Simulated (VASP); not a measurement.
# SiC (P1) in VASP: notebook

Runs on SiC. Level: r2SCAN. Tasks: single point.

Everything below comes from runs of VASP 6.6.1. Logs are shortened: lines on timing, memory, paths and dates and some standing lists are left out, and cuts for length are marked.

### 1 The cell of the first run

The typed cell holds 4 atoms: a = 5.611 Å, b = 5.611 Å, c = 5.611 Å, α = 31.89°, β = 31.89°, γ = 31.89°.

### 2 Single point, r2SCAN

Input file POSCAR:

```
SiC
1.0
    1.5415877827      0.8900361213      5.3212273245
   -1.5415877827      0.8900361213      5.3212273245
    0.0000000000     -1.7800722426      5.3212273245
C Si
2 2
Direct
    0.4312590613      0.4329326605      0.4856470583
    0.5599421329      0.5784321601      0.5236665221
    0.9258205800      0.9531930076      0.9090512883
    0.0779421267      0.0419467713      0.0869658242
```

Input file INCAR.step1:

```
PREC = Accurate ; ENCUT = 520
ISMEAR = -1 ; SIGMA = 0.19
LREAL = False ; LASPH = True
NELM = 60 ; NBANDS = 16
GGA = PE ; ALGO = Normal
EDIFF = 1E-4 ; LWAVE = True
LCHARG = False
```

Input file INCAR.step2:

```
PREC = Accurate ; ENCUT = 520
EDIFF = 1E-6 ; ISMEAR = -1
SIGMA = 0.19 ; LREAL = False
LASPH = True ; NELM = 60
ALGO = Normal ; ISIF = 2
LWAVE = False ; LCHARG = True
METAGGA = R2SCAN ; LMIXTAU = True
LELF = True ; LVHAR = True
NBANDS = 16 ; ISTART = 1
```

Input file KPOINTS:

```
regular mesh
0
Gamma
  6 6 6
```

Potentials or basis: VASP PAW PBE potentials, release 64 (C, Si).

Started as:

```bash
> cat potpaw_PBE.64/C/POTCAR potpaw_PBE.64/Si/POTCAR > POTCAR
> cp INCAR.step1 INCAR
> mpirun -np 1 vasp_std > vasp.out
> cp INCAR.step2 INCAR
> mpirun -np 1 vasp_std > vasp.out
```

OUTCAR:

```text
PREC = Accurate
   ENCUT = 520
   EDIFF = 1E-6
   ISMEAR = -1
   LREAL = False
   LASPH = True
   NELM = 60
   ISIF = 2
   METAGGA = R2SCAN
   ISTART = 1

 ion  position               nearest neighbor table
   1  0.431  0.433  0.486-   2 1.67   4 1.89   4 1.91   4 2.00
   2  0.560  0.578  0.524-   1 1.67   3 1.88   3 1.90   3 1.93
   3  0.926  0.953  0.909-   2 1.88   2 1.90   2 1.93   4 2.23
   4  0.078  0.042  0.087-   1 1.89   1 1.91   1 2.00   3 2.23

  LATTYP: Found a trigonal (rhomboedric) cell.
 ALAT       =     5.6110709698
 COS(alpha) =     0.8490354448

  Lattice vectors:

 A1 = (   1.5415877827,   0.8900361213,   5.3212273245)
 A2 = (  -1.5415877827,   0.8900361213,   5.3212273245)
 A3 = (   0.0000000000,  -1.7800722426,   5.3212273245)

Analysis of symmetry for initial positions (statically):
=====================================================================
 Subroutine PRICEL returns:
 Original cell was already a primitive cell.

 Routine SETGRP: Setting up the symmetry group for a
 trigonal (rhombohedral) supercell.

 Subroutine GETGRP returns: Found  1 space group operations
 (whereof  1 operations were pure point group operations)
 out of a pool of 12 trial point group operations.

The static configuration has the point symmetry C_1 .

Analysis of symmetry for dynamics (positions and initial velocities):
=====================================================================
 Subroutine PRICEL returns:
 Original cell was already a primitive cell.

 Routine SETGRP: Setting up the symmetry group for a
 trigonal (rhombohedral) supercell.

 Subroutine GETGRP returns: Found  1 space group operations
 (whereof  1 operations were pure point group operations)
 out of a pool of 12 trial point group operations.

The dynamic configuration has the point symmetry C_1 .

 Subroutine INISYM returns: Found  1 space group operations
 (whereof  1 operations are pure point group operations),
 and found     1 'primitive' translations

----------------------------------------------------------------------------------------

                                     Primitive cell

  volume of cell :      43.8065

  direct lattice vectors                    reciprocal lattice vectors
     1.541587783  0.890036121  5.321227324     0.324340920  0.187258318  0.062642190
[... 90 lines left out ...]
   EDIFF  = 0.1E-05   stopping-criterion for ELM
   LREAL  =      F    real-space projection
   EDIFFG = 0.1E-04   stopping-criterion for IOM
   NSW    =      0    number of steps for IOM
   IBRION =     -1    ionic relax: 0-MD 1-quasi-New 2-CG
   NFREE  =      0    steps in history (QN), initial steepest desc. (CG)
   ISIF   =      2    stress and relaxation
   ISYM   =      2    0-nonsym 1-usesym 2-fastsym
   POTIM  = 0.5000    time-step for ionic-motion
   TEBEG  =    0.0;   TEEND  =   0.0 temperature during run
   PSTRESS=    0.0 pullay stress
   NELECT =      16.0000    total number of electrons
   NUPDOWN=      -1.0000    fix difference up-down
   EMIN   =  10.00;   EMAX   =-10.00  energy-range for DOS
   EFERMI =   0.00;   METHOD = LEGACY
   ISMEAR =    -1;   SIGMA  =   0.19  broadening in eV -4-tet -1-fermi 0-gaus
   EFERMI_NEDOS =   21; number of points for ismear=-14 and -15
   IALGO  =     38    algorithm
   IMIX   =      4    mixing-type and parameters
     AMIX     =   0.40;   BMIX     =  1.00
     AMIX_MAG =   1.60;   BMIX_MAG =  1.00
  volume/ion in A,a.u.               =      10.95        73.91
  Fermi-wavevector in a.u.,A,eV,Ry     =   1.170223  2.211400 18.632105  1.369421
  Thomas-Fermi vector in A             =   2.306684
   LORBIT       =      0    0 simple, 1 ext, 2 COOP (PROOUT), +10 PAW based schemes
   METAGGA = R2SCAN    functional components
   LHFCALC =     F    Hartree Fock is set to
   AEXX    =    0.0000 exact exchange contribution
   IVDW    =     0    specifies the selected vdW correction
   LEPSILON=     F    determine dielectric tensor
   LRPA    =     F    only Hartree local field effects (RPA)
 non-spin polarized calculation
  energy-cutoff  :      520.00
  volume of cell :       43.81
 maximum number of plane-waves:      1198
 NGX is ok and might be reduce to    42
   NGX = 21   NGY = 21   NGZ = 21

 number of electron      16.0000000 magnetization

 Free energy of the ion-electron system (eV)
  ---------------------------------------------------
  ext. energy  EPLUGINS =         0.00000000
  ---------------------------------------------------
  free energy    TOTEN  =       -36.79173202 eV

  energy without entropy =      -36.76569561  energy(sigma->0) =      -36.77871382

 E-fermi :   8.7757     XC(G=0): -11.7108

 val. band max:        8.7700984098   @ k =   0.0000   0.0000   0.0000
 cond. band min:       9.0986456170   @ k =  -0.3333  -0.3333   0.1667
 fundamental gap:      0.3285472072
 Fermi energy:         8.7756525137

 k-point     1 :       0.0000    0.0000    0.0000
  band No.  band energies     occupation
      1      -8.6682      2.00000
      2      -4.8579      2.00000
      3      -1.8147      2.00000
      4       5.9051      2.00000
      5       6.1965      2.00000
      6       7.0056      1.99982
[... 433 lines left out ...]
      3      -1.0795      2.00000
      4       1.6277      2.00000
      5       2.3699      2.00000
      6       3.6237      2.00000
[... 8 lines left out ...]
     15      18.4509      0.00000
     16      20.4258      0.00000

 [... further k-points ...]

------------------------ aborting loop because EDIFF is reached ----------------------------------------

  FORCE on cell =-STRESS in cart. coord.  units (eV):
  Direction    XX          YY          ZZ          XY          YZ          ZX
  --------------------------------------------------------------------------------------
  -------------------------------------------------------------------------------------
  Total       -0.8148279      0.1173549     -0.6188831     -0.2706584     -0.1863818      0.4893478
  in kB      -29.8014598      4.2921287    -22.6349875     -9.8990412     -6.8167163     17.8973726
  external PRESSURE =     -16.0481062 kB  Pullay stress =       0.0000000 kB

 VOLUME and BASIS-vectors are now :
 -----------------------------------------------------------------------------
  energy-cutoff  :      520.00
  volume of cell :       43.81
      direct lattice vectors                 reciprocal lattice vectors
     1.541587783  0.890036121  5.321227324     0.324340920  0.187258318  0.062642190
    -1.541587783  0.890036121  5.321227324    -0.324340920  0.187258318  0.062642190
     0.000000000 -1.780072243  5.321227324     0.000000000 -0.374516635  0.062642190

 POSITION                                       TOTAL-FORCE (eV/Angst)
 -----------------------------------------------------------------------------------
     -0.00258     -0.09533      7.18280         0.600676      1.057106     -0.383857
     -0.02850      0.08103      8.84410        -0.128693     -0.924506     -0.781475
     -0.04220      0.05421     14.83593         0.281402      0.381026     -2.217753
      0.05549     -0.04810      1.10072        -0.753385     -0.513626      3.383084
 -----------------------------------------------------------------------------------
    total drift:                                0.000005      0.000006      0.000004

  FREE ENERGIE OF THE ION-ELECTRON SYSTEM (eV)
  ---------------------------------------------------
  free  energy   TOTEN  =       -36.7917320232 eV

  energy  without entropy=      -36.7656956093  energy(sigma->0) =      -36.77871382
```

OUTCAR.step1:

```text
PREC = Accurate
   ENCUT = 520
   ISMEAR = -1
   LREAL = False
   LASPH = True
   NELM = 60
[... 684 lines left out ...]
     -0.02850      0.08103      8.84410        -0.122282     -0.899351     -1.066392
     -0.04220      0.05421     14.83593         0.252271      0.388641     -1.975794
      0.05549     -0.04810      1.10072        -0.713235     -0.518408      3.062714
 -----------------------------------------------------------------------------------
    total drift:                               -0.000027      0.000008      0.000146

  FREE ENERGIE OF THE ION-ELECTRON SYSTEM (eV)
  ---------------------------------------------------
  free  energy   TOTEN  =       -28.4781682789 eV

  energy  without entropy=      -28.4449837726  energy(sigma->0) =      -28.46157603
```

OSZICAR.step1:

```text
N       E                     dE             d eps       ncg     rms          rms(c)
DAV:   1     0.229199878043E+02    0.22920E+02   -0.68120E+03  3584   0.879E+02
DAV:   2    -0.285084224384E+02   -0.51428E+02   -0.46590E+02  4864   0.150E+02
DAV:   3    -0.309305677256E+02   -0.24221E+01   -0.24073E+01  4696   0.301E+01
DAV:   4    -0.309501912335E+02   -0.19624E-01   -0.19617E-01  4608   0.325E+00
DAV:   5    -0.309504065201E+02   -0.21529E-03   -0.21527E-03  4840   0.318E-01    0.106E+01
DAV:   6    -0.285691756564E+02    0.23812E+01   -0.38218E+00  4144   0.140E+01    0.510E+00
DAV:   7    -0.285021937058E+02    0.66982E-01   -0.88262E-01  4608   0.570E+00    0.249E+00
DAV:   8    -0.284778642595E+02    0.24329E-01   -0.53344E-02  4624   0.158E+00    0.716E-01
DAV:   9    -0.284780792234E+02   -0.21496E-03   -0.89549E-03  4912   0.659E-01    0.146E-01
DAV:  10    -0.284781682789E+02   -0.89056E-04   -0.53217E-04  4552   0.178E-01
   1 F= -.28478168E+02 E0= -.28461576E+02  d E =-.331845E-01
```

Wall time 30 min (1 thread of Intel Xeon 8259CL, shared host); peak memory 0.3 GiB.

What came out:

* Free energy: -36.7917 eV
* Pressure: -1.6 GPa
* Largest force: 3.504 eV/Å
* Band gap on the k mesh: zero (bands 8 and 9 overlap by 0.29 eV)

Forces in eV/Å, atoms in the order of the input:
```
C    0.601  1.057 -0.384
C   -0.129 -0.925 -0.781
Si   0.281  0.381 -2.218
Si  -0.753 -0.514  3.383
```

Stress tensor (GPa, compression positive):
```
-2.98 -0.99  1.79
-0.99  0.43 -0.68
 1.79 -0.68 -2.26
```

Levels at points of the mesh, in eV from the Fermi level:
```
           k point  band 6  band 7  band 8  band 9  band 10  band 11
(0.00, 0.00, 0.00)   -1.77   -0.51   -0.01    3.60     4.14     5.45
(0.50, 0.00, 0.00)   -5.04   -4.42   -2.60    2.06     3.57     4.18
(0.00, 0.50, 0.00)   -5.09   -4.28   -2.41    2.01     3.62     4.23
(0.00, 0.00, 0.50)   -4.94   -4.26   -2.34    2.07     3.72     4.29
(0.50, 0.50, 0.00)   -4.56   -2.17   -1.66   -0.30     2.19     4.79
(0.50, 0.00, 0.50)   -4.56   -2.46   -1.71   -0.22     2.36     4.42
(0.00, 0.50, 0.50)   -4.69   -2.35   -1.99   -0.13     2.31     4.50
(0.50, 0.50, 0.50)   -2.57   -0.72   -0.05    4.07     5.22     5.44
```

Caveat: the k points lie up to 0.40 Å⁻¹ apart; semilocal functionals underestimate gaps, and a narrow one can read as zero; the PAW data sets were made with another functional, which shifts forces and pressure a little.

### 3 Single point, r2SCAN

Input file POSCAR:

```
SiC
1.0
    1.5415877827      0.8900361213      5.3212273245
   -1.5415877827      0.8900361213      5.3212273245
    0.0000000000     -1.7800722426      5.3212273245
C Si
2 2
Direct
    0.4611003369      0.4057087458      0.4686486166
    0.5381422437      0.5797149655      0.5256726509
    0.9206069281      0.9596711972      0.8855300431
    0.0797170112      0.0465622337      0.1168986765
```

Input file INCAR.step1:

```
SYSTEM = SiC
  ALGO = Normal
  EDIFF = 1E-4
  ENCUT = 520
  GGA = PE
  ISMEAR = -1
  LASPH = .TRUE.
  LCHARG = .FALSE.
  LREAL = .FALSE.
  LWAVE = .TRUE.
  NBANDS = 16
  NELM = 80
  PREC = Accurate
  SIGMA = 0.19
```

Input file INCAR.step2:

```
SYSTEM = SiC
  ALGO = Normal
  EDIFF = 1E-6
  ENCUT = 520
  ISIF = 2
  ISMEAR = -1
  ISTART = 1
  LASPH = .TRUE.
  LCHARG = .TRUE.
  LELF = .TRUE.
  LMIXTAU = .TRUE.
  LREAL = .FALSE.
  LVHAR = .TRUE.
  LWAVE = .FALSE.
  METAGGA = R2SCAN
  NBANDS = 16
  NELM = 80
  PREC = Accurate
  SIGMA = 0.19
```

Input file KPOINTS:

```
k-points
0
G
  6 6 6
  0 0 0
```

Potentials or basis: VASP PAW PBE potentials, release 64 (C, Si).

Started as:

```bash
> cat potpaw_PBE.64/C/POTCAR potpaw_PBE.64/Si/POTCAR > POTCAR
> cp INCAR.step1 INCAR
> mpirun -np 1 vasp_std > vasp.out
> cp INCAR.step2 INCAR
> mpirun -np 1 vasp_std > vasp.out
```

OUTCAR:

```text
SYSTEM = SiC
   EDIFF = 1E-6
   ENCUT = 520
   ISIF = 2
   ISMEAR = -1
   ISTART = 1
   LASPH = .TRUE.
   LREAL = .FALSE.
   METAGGA = R2SCAN
   NELM = 80
   PREC = Accurate

 ion  position               nearest neighbor table
   1  0.461  0.406  0.469-   2 1.65   4 1.80   4 1.86   4 1.88
   2  0.538  0.580  0.526-   1 1.65   3 1.87   3 1.88   3 1.93
   3  0.921  0.960  0.886-   2 1.87   2 1.88   2 1.93   4 2.55
   4  0.080  0.047  0.117-   1 1.80   1 1.86   1 1.88   3 2.55

  LATTYP: Found a trigonal (rhomboedric) cell.
 ALAT       =     5.6110709698
 COS(alpha) =     0.8490354448

[... 653 lines left out ...]
  --------------------------------------------------------------------------------------
  -------------------------------------------------------------------------------------
  Total        1.2943570      0.3528055      0.8953431      0.7311474     -0.2695631     -0.5653433
  in kB       47.3397224     12.9034818     32.7462140     26.7409349     -9.8589827    -20.6768278
  external PRESSURE =      30.9964727 kB  Pullay stress =       0.0000000 kB

 VOLUME and BASIS-vectors are now :
 -----------------------------------------------------------------------------
  energy-cutoff  :      520.00
  volume of cell :       43.81
      direct lattice vectors                 reciprocal lattice vectors
     1.541587783  0.890036121  5.321227324     0.324340920  0.187258318  0.062642190
    -1.541587783  0.890036121  5.321227324    -0.324340920  0.187258318  0.062642190
     0.000000000 -1.780072243  5.321227324     0.000000000 -0.374516635  0.062642190

 POSITION                                       TOTAL-FORCE (eV/Angst)
 -----------------------------------------------------------------------------------
      0.08539     -0.06274      7.10627        -1.114207     -0.619899      1.733392
     -0.06409      0.05920      8.74560         0.248991      0.523305      0.081891
     -0.06022      0.09721     14.71749         0.059733     -0.959247      1.743671
      0.05111     -0.09569      1.29401         0.805483      1.055840     -3.558954
 -----------------------------------------------------------------------------------
    total drift:                                0.000004     -0.000002      0.000253

  FREE ENERGIE OF THE ION-ELECTRON SYSTEM (eV)
  ---------------------------------------------------
  free  energy   TOTEN  =       -36.7057561099 eV

  energy  without entropy=      -36.7020094670  energy(sigma->0) =      -36.70388279
```

OSZICAR.step1:

```text
N       E                     dE             d eps       ncg     rms          rms(c)
DAV:   1     0.258673030457E+02    0.25867E+02   -0.69006E+03  3584   0.882E+02
DAV:   2    -0.286249958397E+02   -0.54492E+02   -0.49477E+02  4904   0.154E+02
DAV:   3    -0.312044443182E+02   -0.25794E+01   -0.25650E+01  4808   0.312E+01
DAV:   4    -0.312258596708E+02   -0.21415E-01   -0.21412E-01  4504   0.344E+00
DAV:   5    -0.312261025640E+02   -0.24289E-03   -0.24288E-03  4880   0.346E-01    0.112E+01
DAV:   6    -0.284728558544E+02    0.27532E+01   -0.44553E+00  4080   0.143E+01    0.528E+00
DAV:   7    -0.283837115941E+02    0.89144E-01   -0.98693E-01  5008   0.616E+00    0.243E+00
DAV:   8    -0.283626167656E+02    0.21095E-01   -0.40556E-02  4336   0.151E+00    0.631E-01
DAV:   9    -0.283621524846E+02    0.46428E-03   -0.83606E-03  4928   0.646E-01    0.119E-01
DAV:  10    -0.283622945996E+02   -0.14211E-03   -0.55065E-04  4360   0.168E-01    0.556E-02
DAV:  11    -0.283623456402E+02   -0.51041E-04   -0.73556E-05  2872   0.638E-02
   1 F= -.28362346E+02 E0= -.28358962E+02  d E =-.676634E-02
```

It took 27 min on 1 thread of Intel Xeon 8259CL, shared host; peak memory 0.3 GiB.

Results:

```yaml
Free_energy: -36.7058 eV
Pressure: 3.1 GPa
Largest_force: 3.799 eV/Å
Band_gap_on_the_k_mesh: 1.06 eV (least direct gap 1.80 eV)
```

Forces on the atoms (eV/Å):
```
C   -1.114 -0.620  1.733
C    0.249  0.523  0.082
Si   0.060 -0.959  1.744
Si   0.805  1.056 -3.559
```

Stress tensor (GPa, compression positive):
```
 4.73  2.67 -2.07
 2.67  1.29 -0.99
-2.07 -0.99  3.27
```

Caveat: the cell stands under pressure; the PAW data sets were made with another functional, which shifts forces and pressure a little.

### 4 Single point, r2SCAN

Input file POSCAR:

```
SiC
1.0
    1.5415877827      0.8900361213      5.3212273245
   -1.5415877827      0.8900361213      5.3212273245
    0.0000000000     -1.7800722426      5.3212273245
C Si
2 2
Direct
    0.4386644167      0.4222709292      0.4922932536
    0.5571360104      0.5960848141      0.5080587001
    0.9161493556      0.9551513513      0.9064594034
    0.0856466384      0.0369987437      0.0933899289
```

Input file INCAR.step1:

```
SYSTEM = SiC
PREC = Accurate ; ENCUT = 520
ISMEAR = -1 ; SIGMA = 0.19
LREAL = .FALSE. ; LASPH = .TRUE.
NELM = 100 ; NBANDS = 16
GGA = PE ; ALGO = Normal
EDIFF = 1E-4 ; LWAVE = .TRUE.
LCHARG = .FALSE.
```

Input file INCAR.step2:

```
SYSTEM = SiC
PREC = Accurate ; ENCUT = 520
EDIFF = 1E-7 ; ISMEAR = -1
SIGMA = 0.19 ; LREAL = .FALSE.
LASPH = .TRUE. ; NELM = 100
ALGO = Normal ; ISIF = 2
LWAVE = .FALSE. ; LCHARG = .FALSE.
METAGGA = R2SCAN ; LMIXTAU = .TRUE.
NBANDS = 16 ; ISTART = 1
```

Input file KPOINTS:

```
Automatic mesh
0
G
  6 6 6
  0 0 0
```

Started as:

```bash
> cat potpaw_PBE.64/C/POTCAR potpaw_PBE.64/Si/POTCAR > POTCAR
> cp INCAR.step1 INCAR
> mpirun -np 1 vasp_std > vasp.out
> cp INCAR.step2 INCAR
> mpirun -np 1 vasp_std > vasp.out
```

Run time: 32 min. Hardware: 1 thread of Intel Xeon 8259CL, shared host; peak memory 0.3 GiB.

It converged, with:

```yaml
Free_energy: -36.8843 eV
Pressure: -1.1 GPa
Largest_force: 2.319 eV/Å
Band_gap_on_the_k_mesh: 0.11 eV (least direct gap 1.78 eV)
```

Forces in eV/Å, atoms in the order of the input:
```
C    0.460  1.360 -0.432
C    0.176 -2.058 -1.054
Si   0.165  1.364  0.004
Si  -0.801 -0.667  1.481
```

Stress tensor (GPa, compression positive):
```
-3.73 -0.13  1.23
-0.13  3.38  1.44
 1.23  1.44 -2.90
```

Levels at points of the mesh, in eV from the valence-band top:
| k point | band 6 | band 7 | band 8 | band 9 | band 10 | band 11 |
| --- | --- | --- | --- | --- | --- | --- |
| (0.00, 0.00, 0.00) | -1.62 | -0.42 | 0.00 | 3.63 | 4.02 | 5.83 |
| (0.50, 0.00, 0.00) | -4.61 | -4.54 | -2.55 | 2.07 | 3.76 | 4.36 |
| (0.00, 0.50, 0.00) | -4.74 | -4.44 | -2.37 | 2.12 | 3.73 | 4.29 |
| (0.00, 0.00, 0.50) | -4.56 | -4.32 | -2.22 | 2.19 | 3.94 | 4.42 |
| (0.50, 0.50, 0.00) | -4.64 | -1.73 | -1.67 | 0.11 | 2.19 | 4.56 |
| (0.50, 0.00, 0.50) | -4.73 | -2.25 | -1.64 | 0.21 | 2.29 | 4.14 |
| (0.00, 0.50, 0.50) | -4.81 | -2.28 | -1.70 | 0.30 | 2.29 | 4.40 |
| (0.50, 0.50, 0.50) | -2.71 | -0.88 | 0.00 | 3.91 | 5.32 | 5.66 |

Caveat: the stress differs along the axes, from -4 to 3 GPa; the smearing spreads over this small gap; semilocal functionals underestimate gaps, and a narrow one can read as zero; the PAW data sets were made with another functional, which shifts forces and pressure a little. A k mesh can miss the band edges.

(Continued in part 2 of 2.)

The gap in the log of VASP goes by the Fermi energy; the results here count the filled bands.